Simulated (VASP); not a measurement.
# Na2Al2O (Cmmm) in VASP: a series of runs

The runs below take Na2Al2O through single point, relaxation of cell and atoms, with PBE.

All numbers are computed with VASP 6.6.1; they aren't measurements. Logs are shortened: lines on timing, memory, paths and dates and some standing lists are left out, and cuts for length are marked.

### Step 1. The cell of the first run

The structure is orthorhombic, space group Cmmm (No. 65). Conventional cell: a = 6.015 Å, b = 6.042 Å, c = 8.061 Å, α = 90.00°, β = 90.00°, γ = 90.00°. Within 2.8 Å of Na (site symmetry 2/m) lie 2 O at 2.13 Å. Al (site symmetry mm2) has 1 Al at 2.59 Å within 3.4 Å. Within 2.8 Å of O (site symmetry mmm) lie 4 Na at 2.13 Å.

### Step 2. Single point, PBE

File INCAR:

```
ALGO     = Normal         # electronic algorithm
EDIFF    = 1E-7           # SCF threshold, eV
ENCUT    = 520            # plane-wave cutoff, eV
GGA      = PE             # functional
ISIF     = 2              # what is computed and relaxed
ISMEAR   = 0              # smearing method
LASPH    = T              # aspherical terms in the spheres
LCHARG   = T              # write CHGCAR
LELF     = T              # ELF
LREAL    = F              # projectors in reciprocal space
LVHAR    = T            
LWAVE    = F              # write WAVECAR
NBANDS   = 21             # bands
NELM     = 100            # most SCF steps
PREC     = Accurate       # precision mode
SIGMA    = 0.1            # smearing width, eV
```

File KPOINTS:

```
k-points
0
Gamma
  10 10 6
```

File POSCAR:

```
Na2Al2O
1.0
    3.0077498948     -3.0211281888      0.0000000000
    3.0077498948      3.0211281888      0.0000000000
    0.0000000000      0.0000000000      8.0614855094
Na Al O
2 2 1
Direct
    0.0000000000      0.5000000000      0.5000000000
    0.5000000000      0.0000000000      0.5000000000
    0.5000000000      0.5000000000      0.1606161798
    0.5000000000      0.5000000000      0.8393838202
    0.0000000000      0.0000000000      0.5000000000
```

Potentials or basis: VASP PAW PBE potentials, release 64 (Na_pv, Al, O).

Launch:

```
$ cat potpaw_PBE.64/Na_pv/POTCAR potpaw_PBE.64/Al/POTCAR potpaw_PBE.64/O/POTCAR > POTCAR
$ mpirun -np 1 vasp_std > vasp.out
```

OUTCAR:

```text
EDIFF = 1E-7
   ENCUT = 520
   GGA = PE
   ISIF = 2
   ISMEAR = 0
   LASPH = T
   LREAL = F
   NELM = 100
   PREC = Accurate

 ion  position               nearest neighbor table
   1  0.000  0.500  0.500-   5 2.13   5 2.13
   2  0.500  0.000  0.500-   5 2.13   5 2.13
   3  0.500  0.500  0.161-   4 2.59
   4  0.500  0.500  0.839-   3 2.59
   5  0.000  0.000  0.500-   1 2.13   2 2.13   1 2.13   2 2.13

  LATTYP: Found a base centered orthorhombic cell.
 ALAT       =     6.0154997896
 B/A-ratio  =     1.0044479410
 C/A-ratio  =     1.3401189912

  Lattice vectors:

 A1 = (   3.0077498948,  -3.0211281888,   0.0000000000)
 A2 = (   3.0077498948,   3.0211281888,   0.0000000000)
 A3 = (   0.0000000000,   0.0000000000,   8.0614855094)

Analysis of symmetry for initial positions (statically):
=====================================================================
 Subroutine PRICEL returns:
 Original cell was already a primitive cell.

 Routine SETGRP: Setting up the symmetry group for a
 base centered orthorhombic supercell.

 Subroutine GETGRP returns: Found  8 space group operations
 (whereof  8 operations were pure point group operations)
 out of a pool of  8 trial point group operations.

The static configuration has the point symmetry D_2h.

Analysis of symmetry for dynamics (positions and initial velocities):
=====================================================================
 Subroutine PRICEL returns:
 Original cell was already a primitive cell.

 Routine SETGRP: Setting up the symmetry group for a
 base centered orthorhombic supercell.

 Subroutine GETGRP returns: Found  8 space group operations
 (whereof  8 operations were pure point group operations)
 out of a pool of  8 trial point group operations.

The dynamic configuration has the point symmetry D_2h.

 Subroutine INISYM returns: Found  8 space group operations
 (whereof  8 operations are pure point group operations),
 and found     1 'primitive' translations

----------------------------------------------------------------------------------------

                                     Primitive cell

  volume of cell :     146.5062

  direct lattice vectors                    reciprocal lattice vectors
     3.007749895 -3.021128189  0.000000000     0.166237226 -0.165501087  0.000000000
[... 86 lines left out ...]
   ISPIN  =      1    spin polarized calculation?
   LNONCOLLINEAR =      F non collinear calculations
   LSORBIT =      F    spin-orbit coupling
   LASPH  =      T    aspherical Exc in radial PAW
   ENCUT  =  520.0 eV  38.22 Ry    6.18 a.u.   7.93  7.93 14.99*2*pi/ulx,y,z
   NELM   =    100;   NELMIN=  2; NELMDL= -5     # of ELM steps
   EDIFF  = 0.1E-06   stopping-criterion for ELM
   LREAL  =      F    real-space projection
   EDIFFG = 0.1E-05   stopping-criterion for IOM
   NSW    =      0    number of steps for IOM
   IBRION =     -1    ionic relax: 0-MD 1-quasi-New 2-CG
   NFREE  =      0    steps in history (QN), initial steepest desc. (CG)
   ISIF   =      2    stress and relaxation
   ISYM   =      2    0-nonsym 1-usesym 2-fastsym
   POTIM  = 0.5000    time-step for ionic-motion
   TEBEG  =    0.0;   TEEND  =   0.0 temperature during run
   PSTRESS=    0.0 pullay stress
   NELECT =      26.0000    total number of electrons
   NUPDOWN=      -1.0000    fix difference up-down
   EMIN   =  10.00;   EMAX   =-10.00  energy-range for DOS
   EFERMI =   0.00;   METHOD = LEGACY
   ISMEAR =     0;   SIGMA  =   0.10  broadening in eV -4-tet -1-fermi 0-gaus
   EFERMI_NEDOS =   21; number of points for ismear=-14 and -15
   IALGO  =     38    algorithm
   IMIX   =      4    mixing-type and parameters
     AMIX     =   0.40;   BMIX     =  1.00
     AMIX_MAG =   1.60;   BMIX_MAG =  1.00
  volume/ion in A,a.u.               =      29.30       197.73
  Fermi-wavevector in a.u.,A,eV,Ry     =   0.919985  1.738519 11.515590  0.846372
  Thomas-Fermi vector in A             =   2.045240
   LORBIT       =      0    0 simple, 1 ext, 2 COOP (PROOUT), +10 PAW based schemes
   GGA     = PE    functional components
   LHFCALC =     F    Hartree Fock is set to
   AEXX    =    0.0000 exact exchange contribution
   IVDW    =     0    specifies the selected vdW correction
   LEPSILON=     F    determine dielectric tensor
   LRPA    =     F    only Hartree local field effects (RPA)
 non-spin polarized calculation
 Gauss-broadening in eV      SIGMA  =   0.10
  energy-cutoff  :      520.00
  volume of cell :      146.51
 maximum number of plane-waves:      3973
   NGX = 15   NGY = 15   NGZ = 29

 number of electron      25.9999953 magnetization

 Free energy of the ion-electron system (eV)
  ---------------------------------------------------
  ext. energy  EPLUGINS =         0.00000000
  ---------------------------------------------------
  free energy    TOTEN  =       -13.93575946 eV

  energy without entropy =      -13.91286255  energy(sigma->0) =      -13.92431101

 E-fermi :   0.5111     XC(G=0):  -7.1144

 val. band max:        0.5012359935   @ k =   0.3000  -0.0000   0.0000
 cond. band min:       0.5116695983   @ k =  -0.3000   0.1000   0.1667
 fundamental gap:      0.0104336048
 Fermi energy:         0.5110929751

 k-point     1 :       0.0000    0.0000    0.0000
  band No.  band energies     occupation
      1     -22.2031      2.00000
      2     -22.1987      2.00000
      3     -22.1356      2.00000
      4     -22.0971      2.00000
      5     -21.9047      2.00000
      6     -21.9025      2.00000
[... 565 lines left out ...]
     20       5.8378      0.00000
     21       6.0256      0.00000

 [... further k-points ...]
[... 5 lines left out ...]
  --------------------------------------------------------------------------------------
  -------------------------------------------------------------------------------------
  Total        0.1539346      0.1279687     -0.0230670     -0.0000000      0.0000000      0.0000000
  in kB        1.6834143      1.3994527     -0.2522579     -0.0000000      0.0000000      0.0000000
  external PRESSURE =       0.9435364 kB  Pullay stress =       0.0000000 kB

 VOLUME and BASIS-vectors are now :
 -----------------------------------------------------------------------------
  energy-cutoff  :      520.00
  volume of cell :      146.51
      direct lattice vectors                 reciprocal lattice vectors
     3.007749895 -3.021128189  0.000000000     0.166237226 -0.165501087  0.000000000
     3.007749895  3.021128189  0.000000000     0.166237226  0.165501087  0.000000000
     0.000000000  0.000000000  8.061485509     0.000000000  0.000000000  0.124046616

 POSITION                                       TOTAL-FORCE (eV/Angst)
 -----------------------------------------------------------------------------------
      1.50387      1.51056      4.03074         0.000000      0.000000      0.000000
      1.50387     -1.51056      4.03074         0.000000     -0.000000      0.000000
      3.00775      0.00000      1.29481        -0.000000      0.000000     -0.001553
      3.00775      0.00000      6.76668         0.000000      0.000000      0.001553
      0.00000      0.00000      4.03074         0.000000      0.000000      0.000000
 -----------------------------------------------------------------------------------
    total drift:                                0.000000      0.000000     -0.000000

  FREE ENERGIE OF THE ION-ELECTRON SYSTEM (eV)
  ---------------------------------------------------
  free  energy   TOTEN  =       -13.9357594615 eV

  energy  without entropy=      -13.9128625513  energy(sigma->0) =      -13.92431101
```

OSZICAR:

```text
N       E                     dE             d eps       ncg     rms          rms(c)
DAV:   1     0.189599018391E+03    0.18960E+03   -0.12112E+04  5224   0.110E+03
DAV:   2     0.380340997012E+01   -0.18580E+03   -0.17807E+03  5647   0.284E+02
DAV:   3    -0.197594258905E+02   -0.23563E+02   -0.23263E+02  6589   0.102E+02
DAV:   4    -0.203701503373E+02   -0.61072E+00   -0.61007E+00  6028   0.176E+01
[... 11 lines left out ...]
DAV:  16    -0.139357665293E+02    0.55912E-04   -0.15687E-04  6147   0.470E-02    0.164E-02
DAV:  17    -0.139357606913E+02    0.58379E-05   -0.27051E-05  7630   0.284E-02    0.496E-03
DAV:  18    -0.139357600411E+02    0.65027E-06   -0.13096E-06  5984   0.421E-03    0.335E-03
DAV:  19    -0.139357595615E+02    0.47959E-06   -0.43406E-06  6365   0.502E-03    0.363E-03
DAV:  20    -0.139357594615E+02    0.99964E-07   -0.37110E-07  5921   0.322E-03
   1 F= -.13935759E+02 E0= -.13924311E+02  d E =-.228969E-01
```

Run time: 3.1 min. Hardware: 1 thread of Intel Xeon 6975P-C (Granite Rapids), shared host; peak memory 0.47 GiB.

Results:

```yaml
Free_energy: -13.9358 eV
Pressure: 0.1 GPa
Band_gap_on_the_k_mesh: zero (band 13 reaches 0.92 eV, above the bottom of band 14 at 0.09 eV)
```

### Step 3. Relaxation of cell and atoms, PBE

This run uses another cell than the first one, of 29.36 Å³/atom, 1.002 times its volume.

File INCAR:

```
SYSTEM = Na2Al2O
  PREC = Accurate
  ENCUT = 600
  EDIFF = 1E-6
  ISMEAR = 0
  SIGMA = 0.1
  LREAL = .False.
  LASPH = .True.
  NELM = 100
  ALGO = Normal
  ISIF = 3
  LWAVE = .False.
  LCHARG = .False.
  GGA = PE
  IBRION = 2
  NSW = 100
  EDIFFG = -0.01
```

File KPOINTS:

```
Automatic mesh
0
Gamma
  10 10 6
  0 0 0
```

File POSCAR:

```
Na2Al2O
1.0
    3.0204468694     -3.0489429776      0.0000000000
    3.0204468694      3.0489429776      0.0000000000
    0.0000000000      0.0000000000      7.9705789435
Na Al O
2 2 1
Direct
    0.0000000000      0.5000000000      0.5000000000
    0.5000000000      0.0000000000      0.5000000000
    0.5000000000      0.5000000000      0.1673538567
    0.5000000000      0.5000000000      0.8326461433
    0.0000000000      0.0000000000      0.5000000000
```

Potentials or basis: VASP PAW PBE potentials, release 64 (Na_pv, Al, O).

Launch:

```
$ cat potpaw_PBE.64/Na_pv/POTCAR potpaw_PBE.64/Al/POTCAR potpaw_PBE.64/O/POTCAR > POTCAR
$ mpirun -np 1 vasp_std > vasp.out
```

It took 14 min on 1 thread of Intel Xeon 6975P-C (Granite Rapids), shared host; peak memory 0.57 GiB.

It converged, with:

```
Free energy                            : -13.9380 eV
Relaxed volume                         : 29.36 Å³/atom
Relaxed cell                           : a = 4.271 Å, b = 4.271 Å, c = 8.048 Å, α = 90.00°, β = 90.00°, γ = 90.10°
Space group after relaxing (to 0.05 Å) : P4/mmm (No. 123)
Energy gained by relaxing              : 2.5 meV/atom
Ionic steps                            : 11
Pressure after relaxing                : 0.0 GPa
Largest force after relaxing           : 0.005 eV/Å
Band gap on the k mesh                 : zero (band 13 reaches 0.92 eV, above the bottom of band 14 at 0.08 eV)
```

Forces on the atoms (eV/Å):
```
Na   0.000  0.000  0.000
Na   0.000  0.000  0.000
Al   0.000  0.000  0.005
Al   0.000  0.000 -0.005
O    0.000  0.000  0.000
```

The path:
```csv
step,energy change (eV),largest force (eV/Å),pressure (GPa),volume (Å³)
1,0.0000,0.2903,-0.24,146.80
2,-0.0085,0.1499,-0.11,145.87
3,-0.0104,0.0164,0.04,145.11
4,-0.0105,0.0314,0.02,145.19
5,-0.0109,0.0286,0.03,145.23
6,-0.0118,0.0204,0.09,145.35
7,-0.0122,0.0044,0.16,145.57
8,-0.0125,0.0010,0.10,146.04
9,-0.0127,0.0031,0.05,146.61
10,-0.0127,0.0042,0.03,146.76
11,-0.0127,0.0048,0.02,146.78
```

Final structure:
```cif
data_structure
_symmetry_space_group_name_H-M 'P 1'
_symmetry_Int_Tables_number 1
_cell_length_a 4.2705
_cell_length_b 4.2705
_cell_length_c 8.0483
_cell_angle_alpha 90.000
_cell_angle_beta 90.000
_cell_angle_gamma 90.099
_cell_volume 146.78
loop_
_atom_site_label
_atom_site_type_symbol
_atom_site_fract_x
_atom_site_fract_y
_atom_site_fract_z
_atom_site_occupancy
Na1 Na 0.00000 0.50000 0.50000 1
Na2 Na 0.50000 0.00000 0.50000 1
Al1 Al 0.50000 0.50000 0.16083 1
Al2 Al 0.50000 0.50000 0.83917 1
O1 O 0.00000 0.00000 0.50000 1
```

Levels at points of the mesh, in eV from the Fermi level:
```csv
k point,band 11,band 12,band 13,band 14,band 15,band 16
"(0.00, 0.00, 0.00)",-1.02,-1.02,-0.65,2.05,2.05,3.85
"(0.50, 0.00, 0.00)",-1.24,-1.18,-0.98,0.16,1.34,2.45
"(0.50, 0.50, 0.00)",-1.77,-0.97,-0.26,-0.26,-0.10,1.40
"(0.00, 0.00, 0.50)",-1.01,-1.01,0.42,1.88,2.01,2.01
"(0.50, 0.00, 0.50)",-1.25,-0.98,-0.38,0.12,0.54,2.49
"(0.50, 0.50, 0.50)",-1.72,-0.99,-0.43,-0.43,0.64,1.54
```
